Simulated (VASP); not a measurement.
A run of VASP 6.6.1 is set up as follows.

INCAR

```
  PREC = Accurate
  ENCUT = 520
  EDIFF = 1E-7
  ISMEAR = 1
  SIGMA = 0.03
  LREAL = F
  LASPH = T
  NELM = 100
  ALGO = Normal
  ISIF = 2
  LWAVE = F
  LCHARG = T
  GGA = PE
  LELF = T
  LVHAR = T
  NBANDS = 12
```

The input KPOINTS:

```
Automatic mesh
0
Gamma
  15 15 15
```

Contents of POSCAR:

```
Cu
1.0
    0.0000000000      1.8145751207      1.8145751207
    1.8145751207      0.0000000000      1.8145751207
    1.8145751207      1.8145751207      0.0000000000
Cu
1
Direct
    0.0000000000      0.0000000000      0.0000000000
```

Potentials or basis: VASP PAW PBE potentials, release 64 (Cu).

The run is started by

```bash
$ cat potpaw_PBE.64/Cu/POTCAR > POTCAR
$ mpirun -np 1 vasp_std > vasp.out
```

(1) What does it give for the pressure?

Answers

(1) 0.3 GPa.
